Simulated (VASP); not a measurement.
Input of a VASP 6.6.1 run:

INCAR

```
ALGO = Normal
EDIFF = 1E-6
ENCUT = 1000
GGA = PS
GGA_COMPAT = False
ISIF = 2
ISMEAR = -1
LASPH = True
LCHARG = False
LREAL = Auto
LWAVE = False
NBANDS = 101
NELM = 120
PREC = Accurate
SIGMA = 0.05
```

Contents of KPOINTS:

```
k-points
0
Gamma
  1 1 1
```

File POSCAR:

```
CO2
1.0
    8.7065880000      0.0000000000      0.0000000000
    0.0000000000      8.7065880000      0.0000000000
    0.0000000000      0.0000000000      8.7065880000
C O
10 20
Direct
    0.1383205453      0.0582662232      0.4558731848
   -0.0534767466      0.3750608160      0.1370341631
    0.4915702914      0.1062873309      0.2497074629
    0.8862714074      0.6917290677      0.7793064286
    0.3649190705      0.1581331286     -0.1987230819
    0.7952943220      0.2989804961      0.6825521088
    0.5417736546      0.7578399254      0.5316548802
    0.9426195428      0.7816839386      0.1213908365
    0.5142772347      0.6076662867      1.0372834915
    0.1969887630      0.5542699390      0.3835026993
    0.1266741920      0.1050009487      0.5775856168
    0.1618199919      0.0061907144      0.3353437650
   -0.1640022475      0.3239156372      0.1878922030
    0.0558657421      0.4294793781      0.0800313510
    0.4644299236      0.1934971541      0.3465077250
    0.5120720080      0.0230285388      0.1461422086
    0.7916419153      0.6379536967      0.8582007096
    0.9850931272      0.7347654443      0.6980001810
    0.3116720350      0.2476400629     -0.1161074809
    0.4222205070      0.0700389177     -0.2849221762
    0.7667412309      0.2196612496      0.7860025075
    0.8289469997      0.3709834438      0.5730603079
    0.6245615389      0.8444180430      0.4728832925
    0.4711145170      0.6634746011      0.5970421479
    0.9183046217      0.6852741855      0.2105302330
    0.9766971861      0.8816427285      0.0369720033
    0.5791476523      0.6014755723      1.1553435169
    0.4332236692      0.6204956523      0.9336493239
    0.2423337362      0.6710780388      0.3392373683
    0.1562954397      0.4359112892      0.4287787593
```

Potentials or basis: VASP PAW PBE potentials, release 64 (C_h, O_h).

The run is started by

```bash
$ cat potpaw_PBE.64/C_h/POTCAR potpaw_PBE.64/O_h/POTCAR > POTCAR
$ mpirun -np 1 vasp_gam > vasp.out
```

Task: What does it give for the pressure?

Result: 0.9 GPa.

Task: What does it give for the largest force?

Result: 3.094 eV/Å.

Forces on the atoms (eV/Å):
```
C    0.830 -0.919 -1.708
C    1.486  0.891 -1.088
C   -0.157 -0.462 -1.154
C    1.058 -0.196 -0.824
C    1.070 -1.332 -1.482
C    0.606  0.292 -1.445
C   -0.055 -1.237  0.850
C    0.821  1.058 -0.285
C    0.101  0.269  2.326
C    0.216 -0.240  0.130
O   -0.787  1.215  2.734
O   -0.217 -0.228 -1.019
O   -1.420 -0.839  0.841
O   -0.046 -0.269  0.153
O    0.010  0.519  0.876
O    0.186 -0.044  0.239
O   -0.134  0.213  0.061
O   -0.839 -0.027  0.588
O   -0.425  0.532  0.636
O   -0.511  0.723  0.902
O   -0.272 -0.124  0.654
O   -0.353 -0.154  0.823
O    0.135  0.726 -0.484
O   -0.054  0.512 -0.412
O   -0.410 -0.218  0.235
O   -0.468 -0.626  0.250
O    0.401 -0.209 -0.499
O   -0.612 -0.037 -1.749
O    0.293  1.065 -0.461
O   -0.452 -0.855  0.311
```

Caveat: the k points lie up to 0.72 Å⁻¹ apart; the atoms stand as in a frame of molecular dynamics; the PAW data sets were made with another functional, which shifts forces and pressure a little.
